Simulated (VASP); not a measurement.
# LiCl (Fm-3m) in VASP: notebook

LiCl is run at these levels: PBE-based screened hybrid, HSE06, PBEsol, r2SCAN; tasks: single point.

Program: VASP 6.6.1. These are calculated values, not measurements. Logs are shortened: lines on timing, memory, paths and dates and some standing lists are left out, and cuts for length are marked.

## Step 1: The cell of the first run

It takes space group Fm-3m (No. 225, cubic). The conventional cell has a = 5.112 Å, b = 5.112 Å, c = 5.112 Å, α = 90.00°, β = 90.00°, γ = 90.00°. Within 3.4 Å of Li (site symmetry m-3m) lie 6 Cl at 2.56 Å. Cl (site symmetry m-3m) has 6 Li at 2.56 Å within 3.4 Å.

## Step 2: Single point, PBE-based screened hybrid

The input, POSCAR:

```
LiCl
1.0
    0.0000000000      2.5560252063      2.5560252063
    2.5560252063      0.0000000000      2.5560252063
    2.5560252063      2.5560252063      0.0000000000
Li Cl
1 1
Direct
    0.0000000000      0.0000000000      0.0000000000
    0.5000000000      0.5000000000      0.5000000000
```

The input, INCAR.step1:

```
SYSTEM = LiCl
ALGO = Normal
EDIFF = 1E-5
ENCUT = 520
GGA = PE
ISIF = 2
ISMEAR = 0
LASPH = .True.
LCHARG = .False.
LREAL = .False.
LWAVE = .True.
NBANDS = 12
NELM = 60
PREC = Accurate
SIGMA = 0.01
```

The input, INCAR.step2:

```
SYSTEM = LiCl
AEXX = 0.1
ALGO = Normal
EDIFF = 1E-6
ENCUT = 520
GGA = PE
HFSCREEN = 0.3
ISIF = 2
ISMEAR = 0
ISTART = 1
LASPH = .True.
LCHARG = .False.
LHFCALC = .True.
LREAL = .False.
LWAVE = .False.
NBANDS = 12
NELM = 60
PREC = Accurate
PRECFOCK = Normal
SIGMA = 0.01
```

The input, KPOINTS:

```
k-points
0
Gamma
  4 4 4
  0 0 0
```

Potentials or basis: VASP PAW PBE potentials, release 64 (Li_sv, Cl).

Run with:

```sh
cat potpaw_PBE.64/Li_sv/POTCAR potpaw_PBE.64/Cl/POTCAR > POTCAR
cp INCAR.step1 INCAR
mpirun -np 1 vasp_std > vasp.out
cp INCAR.step2 INCAR
mpirun -np 1 vasp_std > vasp.out
```

OUTCAR:

```text
SYSTEM = LiCl
   AEXX = 0.1
   EDIFF = 1E-6
   ENCUT = 520
   GGA = PE
   HFSCREEN = 0.3
   ISIF = 2
   ISMEAR = 0
   ISTART = 1
   LASPH = .True.
   LHFCALC = .True.
   LREAL = .False.
   NELM = 60
   PREC = Accurate
   PRECFOCK = Normal

 ion  position               nearest neighbor table
   1  0.000  0.000  0.000-   2 2.56   2 2.56   2 2.56   2 2.56   2 2.56   2 2.56
   2  0.500  0.500  0.500-   1 2.56   1 2.56   1 2.56   1 2.56   1 2.56   1 2.56

  LATTYP: Found a face centered cubic cell.
 ALAT       =     5.1120504126

  Lattice vectors:

 A1 = (   0.0000000000,   2.5560252063,   2.5560252063)
 A2 = (   2.5560252063,   0.0000000000,   2.5560252063)
 A3 = (   2.5560252063,   2.5560252063,   0.0000000000)

Analysis of symmetry for initial positions (statically):
=====================================================================
 Subroutine PRICEL returns:
 Original cell was already a primitive cell.

 Routine SETGRP: Setting up the symmetry group for a
 face centered cubic supercell.

 Subroutine GETGRP returns: Found 48 space group operations
 (whereof 48 operations were pure point group operations)
 out of a pool of 48 trial point group operations.

The static configuration has the point symmetry O_h .

Analysis of symmetry for dynamics (positions and initial velocities):
=====================================================================
 Subroutine PRICEL returns:
 Original cell was already a primitive cell.

 Routine SETGRP: Setting up the symmetry group for a
 face centered cubic supercell.

 Subroutine GETGRP returns: Found 48 space group operations
 (whereof 48 operations were pure point group operations)
 out of a pool of 48 trial point group operations.

The dynamic configuration has the point symmetry O_h .

 Subroutine INISYM returns: Found 48 space group operations
 (whereof 48 operations are pure point group operations),
 and found     1 'primitive' translations

----------------------------------------------------------------------------------------

                                     Primitive cell

  volume of cell :      33.3984

  direct lattice vectors                    reciprocal lattice vectors
     0.000000000  2.556025206  2.556025206    -0.195616224  0.195616224  0.195616224
     2.556025206  0.000000000  2.556025206     0.195616224 -0.195616224  0.195616224
     2.556025206  2.556025206  0.000000000     0.195616224  0.195616224 -0.195616224

  length of vectors
     3.614765513  3.614765513  3.614765513     0.338817239  0.338817239  0.338817239

  position of ions in fractional coordinates (direct lattice)
     0.000000000  0.000000000  0.000000000
     0.500000000  0.500000000  0.500000000

  ion indices of the primitive-cell ions
   primitive index   ion index
                 1           1
                 2           2

----------------------------------------------------------------------------------------

 KPOINTS: k-points

Automatic generation of k-mesh.
 Grid dimensions read from file:
 generate k-points for:    4    4    4

 Generating k-lattice:

  Cartesian coordinates                     Fractional coordinates (reciprocal lattice)
    -0.048904056  0.048904056  0.048904056     0.250000000  0.000000000  0.000000000
     0.048904056 -0.048904056  0.048904056     0.000000000  0.250000000  0.000000000
     0.048904056  0.048904056 -0.048904056     0.000000000  0.000000000  0.250000000

  Length of vectors
     0.084704310  0.084704310  0.084704310

  Shift w.r.t. Gamma in fractional coordinates (k-lattice)
     0.000000000  0.000000000  0.000000000

 Subroutine IBZKPT returns following result:
 ===========================================

 Found      8 irreducible k-points:

 Following reciprocal coordinates:
            Coordinates               Weight
  0.000000  0.000000  0.000000      1.000000
  0.250000  0.000000  0.000000      8.000000
  0.500000  0.000000  0.000000      4.000000
  0.250000  0.250000  0.000000      6.000000
  0.500000  0.250000  0.000000     24.000000
 -0.250000  0.250000  0.000000     12.000000
  0.500000  0.500000  0.000000      3.000000
 -0.250000  0.500000  0.250000      6.000000
   k-points           NKPTS =      8   k-points in BZ     NKDIM =     64   number of bands    NBANDS=     12
   number of dos      NEDOS =    301   number of ions     NIONS =      2
   total plane-waves  NPLWV =  21952
   dimension x,y,z NGX =    28 NGY =   28 NGZ =   28
   dimension x,y,z NGXF=    56 NGYF=   56 NGZF=   56
   ions per type =               1   1
   NGX,Y,Z   is equivalent  to a cutoff of  12.88, 12.88, 12.88 a.u.
   NGXF,Y,Z  is equivalent  to a cutoff of  25.75, 25.75, 25.75 a.u.
 SYSTEM =  LiCl
   PREC   = accura    normal or accurate (medium, high low for compatibility)
   ISTART =      1    job   : 0-new  1-cont  2-samecut
   ICHARG =      0    charge: 1-file 2-atom 10-const
   ISPIN  =      1    spin polarized calculation?
   LNONCOLLINEAR =      F non collinear calculations
   LSORBIT =      F    spin-orbit coupling
   LASPH  =      T    aspherical Exc in radial PAW
   ENCUT  =  520.0 eV  38.22 Ry    6.18 a.u.   6.72  6.72  6.72*2*pi/ulx,y,z
   NELM   =     60;   NELMIN=  2; NELMDL=  0     # of ELM steps
   EDIFF  = 0.1E-05   stopping-criterion for ELM
   LREAL  =      F    real-space projection
   EDIFFG = 0.1E-04   stopping-criterion for IOM
   NSW    =      0    number of steps for IOM
   IBRION =     -1    ionic relax: 0-MD 1-quasi-New 2-CG
   NFREE  =      0    steps in history (QN), initial steepest desc. (CG)
   ISIF   =      2    stress and relaxation
   ISYM   =      3    0-nonsym 1-usesym 2-fastsym
   POTIM  = 0.5000    time-step for ionic-motion
   TEBEG  =    0.0;   TEEND  =   0.0 temperature during run
   PSTRESS=    0.0 pullay stress
   NELECT =      10.0000    total number of electrons
   NUPDOWN=      -1.0000    fix difference up-down
   EMIN   =  10.00;   EMAX   =-10.00  energy-range for DOS
   EFERMI =   0.00;   METHOD = LEGACY
   ISMEAR =     0;   SIGMA  =   0.01  broadening in eV -4-tet -1-fermi 0-gaus
   EFERMI_NEDOS =   21; number of points for ismear=-14 and -15
   IALGO  =     38    algorithm
   IMIX   =      1    mixing-type and parameters
     AMIX     =   0.40;   BMIX     =  1.00
     AMIX_MAG =   1.60;   BMIX_MAG =  1.00
  volume/ion in A,a.u.               =      16.70       112.69
  Fermi-wavevector in a.u.,A,eV,Ry     =   1.095216  2.069658 16.320156  1.199498
  Thomas-Fermi vector in A             =   2.231535
   LORBIT       =      0    0 simple, 1 ext, 2 COOP (PROOUT), +10 PAW based schemes
   GGA     = PE    functional components
   LHFCALC =     T    Hartree Fock is set to
   PRECFOCK=normal    Normal, Fast or Accurate (Low or Medium for compatibility)
   ENCUT4O =  -1.0   cutoff for four orbital integrals eV
   NKREDX  =     1    reduce k-point grid by
   NKREDY  =     1    reduce k-point grid by
   NKREDZ  =     1    reduce k-point grid by
   AEXX    =    0.1000 exact exchange contribution
   HFSCREEN=    0.3000 screening length (either q_TF or 0.3 A-1)
   HFSCREENC=   0.3000 screening length for correlation (either q_TF or 0.3 A-1)
   ENCUTFOCK=  -1.0 apply spherical cutoff to Coloumb kernel
   IVDW    =     0    specifies the selected vdW correction
   LEPSILON=     F    determine dielectric tensor
   LRPA    =     F    only Hartree local field effects (RPA)
 non-spin polarized calculation
 Gauss-broadening in eV      SIGMA  =   0.01
  energy-cutoff  :      520.00
  volume of cell :       33.40
 maximum number of plane-waves:       934
 NGX is ok and might be reduce to    28
  NGX = 24; NGY = 24; NGZ = 24

 number of electron      10.0000003 magnetization

 Free energy of the ion-electron system (eV)
  ---------------------------------------------------
  ext. energy  EPLUGINS =         0.00000000
  ---------------------------------------------------
  free energy    TOTEN  =        -7.73372656 eV

  energy without entropy =       -7.73372656  energy(sigma->0) =       -7.73372656

 E-fermi :   0.4519     XC(G=0):  -8.2387

 val. band max:        0.3384770712   @ k =   0.0000   0.0000   0.0000
 cond. band min:       7.1938203610   @ k =   0.0000   0.0000   0.0000
 fundamental gap:      6.8553432898
 Fermi energy:         0.4518632960

 k-point     1 :       0.0000    0.0000    0.0000
  band No.  band energies     occupation
      1     -44.2600      2.00000
      2     -13.5827      2.00000
      3       0.3385      2.00000
      4       0.3385      2.00000
      5       0.3385      2.00000
      6       7.1938      0.00000
      7      12.7828      0.00000
      8      12.7828      0.00000
      9      12.7828      0.00000
     10      15.4902      0.00000
     11      15.4903      0.00000
     12      15.4923      0.00000

 k-point     2 :       0.2500    0.0000    0.0000
  band No.  band energies     occupation
      1     -44.2586      2.00000
      2     -13.2985      2.00000
      3      -1.3022      2.00000
      4       0.1960      2.00000
      5       0.1960      2.00000
      6       8.0621      0.00000
      7      11.5482      0.00000
      8      11.5482      0.00000
      9      11.8751      0.00000
     10      14.8573      0.00000
     11      14.8573      0.00000
     12      16.5164      0.00000

 k-point     3 :       0.5000    0.0000    0.0000
  band No.  band energies     occupation
      1     -44.2570      2.00000
      2     -12.9781      2.00000
      3      -2.5968      2.00000
      4       0.0676      2.00000
      5       0.0676      2.00000
      6       7.5496      0.00000
      7      10.3299      0.00000
      8      10.3299      0.00000
      9      14.0059      0.00000
     10      17.8472      0.00000
     11      18.1448      0.00000
     12      18.1448      0.00000

 k-point     4 :       0.2500    0.2500    0.0000
  band No.  band energies     occupation
      1     -44.2581      2.00000
      2     -13.1920      2.00000
      3      -1.2235      2.00000
      4      -0.2768      2.00000
      5      -0.2768      2.00000
      6       9.4412      0.00000
      7      10.3322      0.00000
      8      10.5969      0.00000
      9      13.4514      0.00000
     10      13.4514      0.00000
     11      16.5646      0.00000
     12      18.6083      0.00000

 k-point     5 :       0.5000    0.2500    0.0000
  band No.  band energies     occupation
      1     -44.2565      2.00000
      2     -12.8536      2.00000
      3      -2.2510      2.00000
      4      -1.0049      2.00000
      5      -0.4074      2.00000
      6       8.9854      0.00000
      7      10.4650      0.00000
      8      11.8240      0.00000
      9      12.1672      0.00000
     10      15.4940      0.00000
     11      18.6385      0.00000
     12      19.5891      0.00000

 k-point     6 :      -0.2500    0.2500    0.0000
  band No.  band energies     occupation
      1     -44.2570      2.00000
      2     -12.9753      2.00000
      3      -1.8463      2.00000
      4      -1.1602      2.00000
      5       0.0429      2.00000
      6       9.0152      0.00000
      7      11.0635      0.00000
      8      11.0767      0.00000
      9      11.7137      0.00000
     10      15.2891      0.00000
     11      18.1453      0.00000
     12      18.4713      0.00000

 k-point     7 :       0.5000    0.5000    0.0000
  band No.  band energies     occupation
      1     -44.2561      2.00000
      2     -12.7184      2.00000
      3      -2.6765      2.00000
      4      -0.8119      2.00000
      5      -0.8119      2.00000
      6       8.7051      0.00000
      7       9.0429      0.00000
      8      13.4332      0.00000
      9      15.1143      0.00000
     10      15.1144      0.00000
     11      18.0363      0.00000
     12      19.6637      0.00000

 k-point     8 :      -0.2500    0.5000    0.2500
  band No.  band energies     occupation
      1     -44.2560      2.00000
      2     -12.7274      2.00000
      3      -1.8700      2.00000
      4      -1.8700      2.00000
      5      -0.7671      2.00000
      6      10.4275      0.00000
      7      11.0176      0.00000
      8      11.3048      0.00000
      9      11.3048      0.00000
     10      16.9440      0.00000
     11      16.9440      0.00000
     12      19.7131      0.00000

------------------------ aborting loop because EDIFF is reached ----------------------------------------

  FORCE on cell =-STRESS in cart. coord.  units (eV):
  Direction    XX          YY          ZZ          XY          YZ          ZX
  --------------------------------------------------------------------------------------
  -------------------------------------------------------------------------------------
  Total        0.1038312      0.1038312      0.1038312     -0.0000000      0.0000000      0.0000000
  in kB        4.9809580      4.9809580      4.9809580     -0.0000000      0.0000000      0.0000000
  external PRESSURE =       4.9809580 kB  Pullay stress =       0.0000000 kB

 VOLUME and BASIS-vectors are now :
 -----------------------------------------------------------------------------
  energy-cutoff  :      520.00
  volume of cell :       33.40
      direct lattice vectors                 reciprocal lattice vectors
     0.000000000  2.556025206  2.556025206    -0.195616224  0.195616224  0.195616224
     2.556025206  0.000000000  2.556025206     0.195616224 -0.195616224  0.195616224
     2.556025206  2.556025206  0.000000000     0.195616224  0.195616224 -0.195616224

 POSITION                                       TOTAL-FORCE (eV/Angst)
 -----------------------------------------------------------------------------------
      0.00000      0.00000      0.00000         0.000000      0.000000     -0.000000
      2.55603      2.55603      2.55603        -0.000000     -0.000000      0.000000
 -----------------------------------------------------------------------------------
    total drift:                               -0.000001      0.000001      0.000000

  FREE ENERGIE OF THE ION-ELECTRON SYSTEM (eV)
  ---------------------------------------------------
  free  energy   TOTEN  =        -7.7337265609 eV

  energy  without entropy=       -7.7337265609  energy(sigma->0) =       -7.73372656
```

Run time: 49 s. Hardware: 1 thread of Intel Xeon 6975P-C (Granite Rapids), shared host; peak memory 0.25 GiB.

Results:

* Free energy: -7.7337 eV
* Band gap on the k mesh: 6.86 eV, direct

Levels at points of the mesh, in eV from the valence-band top:
| k point | band 2 | band 3 | band 4 | band 5 | band 6 | band 7 | band 8 | band 9 |
| --- | --- | --- | --- | --- | --- | --- | --- | --- |
| (0.00, 0.00, 0.00) | -13.92 | 0.00 | 0.00 | 0.00 | 6.86 | 12.44 | 12.44 | 12.44 |
| (0.50, 0.00, 0.00) | -13.32 | -2.94 | -0.27 | -0.27 | 7.21 | 9.99 | 9.99 | 13.67 |
| (0.50, 0.50, 0.00) | -13.06 | -3.01 | -1.15 | -1.15 | 8.37 | 8.70 | 13.09 | 14.78 |

Caveat: the k points lie up to 0.53 Å⁻¹ apart; the cutoff is under 1.25 times the usual one of these potentials, so pressure, stress and relaxed cells hold a basis-set (Pulay) error; the PAW data sets were made with another functional, which shifts forces and pressure a little. A k mesh can miss the band edges.

## Step 3: Single point, HSE06

POSCAR is that of step 2.

The input, INCAR.step1:

```
  PREC = Accurate
  ENCUT = 520
  EDIFF = 1E-5
  ISMEAR = 0
  SIGMA = 0.5
  LREAL = False
  LASPH = True
  NELM = 60
  ALGO = Normal
  ISIF = 2
  LWAVE = True
  LCHARG = False
  NBANDS = 12
  GGA = PE
```

The input, INCAR.step2:

```
  PREC = Accurate
  ENCUT = 520
  EDIFF = 1E-7
  ISMEAR = 0
  SIGMA = 0.5
  LREAL = False
  LASPH = True
  NELM = 60
  ALGO = Normal
  ISIF = 2
  LWAVE = False
  LCHARG = False
  GGA = PE
  LHFCALC = True
  HFSCREEN = 0.2079
  PRECFOCK = Normal
  NBANDS = 12
  ISTART = 1
```

The input, KPOINTS:

```
Automatic mesh
0
Gamma
  4 4 4
```

Potentials or basis: VASP PAW PBE potentials, release 64 (Li_sv, Cl).

Run with:

```sh
cat potpaw_PBE.64/Li_sv/POTCAR potpaw_PBE.64/Cl/POTCAR > POTCAR
cp INCAR.step1 INCAR
mpirun -np 1 vasp_std > vasp.out
cp INCAR.step2 INCAR
mpirun -np 1 vasp_std > vasp.out
```

Wall time 68 s (1 thread of Intel Xeon 6975P-C (Granite Rapids), shared host); peak memory 0.25 GiB.

The run converged. Its results:

| Property | Result |
| --- | --- |
| Free energy | -8.4539 eV |
| Band gap on the k mesh | 7.80 eV, direct |

Levels at points of the mesh, in eV from the valence-band top:
| k point | band 1 | band 2 | band 3 | band 4 | band 5 | band 6 | band 7 | band 8 | band 9 | band 10 |
| --- | --- | --- | --- | --- | --- | --- | --- | --- | --- | --- |
| (0.00, 0.00, 0.00) | -46.26 | -14.70 | 0.00 | 0.00 | 0.00 | 7.80 | 13.47 | 13.47 | 13.47 | 16.29 |
| (0.50, 0.00, 0.00) | -46.26 | -14.06 | -3.09 | -0.29 | -0.29 | 8.14 | 11.00 | 11.00 | 14.83 | 18.58 |
| (0.50, 0.50, 0.00) | -46.26 | -13.79 | -3.16 | -1.21 | -1.21 | 9.32 | 9.61 | 14.23 | 15.94 | 15.94 |

Caveat: the k points lie up to 0.53 Å⁻¹ apart; the cutoff is under 1.25 times the usual one of these potentials, so pressure, stress and relaxed cells hold a basis-set (Pulay) error; the PAW data sets were made with another functional, which shifts forces and pressure a little. A k mesh can miss the band edges.

(Part 1 of 2 ends here.)
